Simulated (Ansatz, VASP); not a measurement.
## One calculation of TaN, two programs

The input INCAR:

```
SYSTEM = TaN
  ALGO = Normal
  EDIFF = 1E-6
  ENCUT = 600
  GGA = PE
  GGA_COMPAT = .FALSE.
  ISIF = 2
  ISMEAR = -1
  LASPH = .TRUE.
  LCHARG = .TRUE.
  LELF = .TRUE.
  LREAL = .FALSE.
  LVHAR = .TRUE.
  LWAVE = .FALSE.
  NBANDS = 15
  NELM = 120
  PREC = Accurate
  SIGMA = 0.1
```

Contents of KPOINTS:

```
k-points
0
G
  13 13 13
  0 0 0
```

File POSCAR:

```
TaN
1.0
    0.0000000000      2.1790000000      2.1790000000
    2.1790000000      0.0000000000      2.1790000000
    2.1790000000      2.1790000000      0.0000000000
Ta N
1 1
Direct
    0.5000000000      0.5000000000      0.5000000000
    0.0000000000      0.0000000000      0.0000000000
```

Input for Ansatz:

```yaml
crystal:
  lattice:
    bravais: fcc
    a: 4.358
  space_group: 225
  atoms:
    - { symbol: Ta, position: [0.5, 0.0, 0.0] }
    - { symbol: "N", position: [0.0, 0.0, 0.0] }
  reduce_to_primitive: true
basis:
  ecutwfc: 600.0
kpoints:
  mp_grid:
    grid: [13, 13, 13]
hamiltonian:
  xc: pbe
scf:
  occupations:
    method: fermi_dirac
    width: 0.1
output:
  forces: true
  stress: true
```

Alike in both runs: task single point; functional PBE; k mesh 13 × 13 × 13; occupations fermi-dirac, width 0.1 eV; no spin polarisation.

|  | VASP | Ansatz |
| --- | --- | --- |
| version | VASP 6.6.1 | Ansatz 0.2.0 |
| potentials or method | VASP PAW PBE potentials, release 64 (Ta_pv, N), cutoff 600 eV | plane waves, PAW |
| valence electrons in the cell | 16 | 18 |

```tsv
	VASP	Ansatz	Ansatz less VASP
pressure (GPa)	15.5	14.6	-0.87
```

VASP's potentials hold 16 valence electrons a cell and Ansatz's 18, so a difference there can come from the potentials and not from the codes.

Spin-orbit coupling is off throughout.
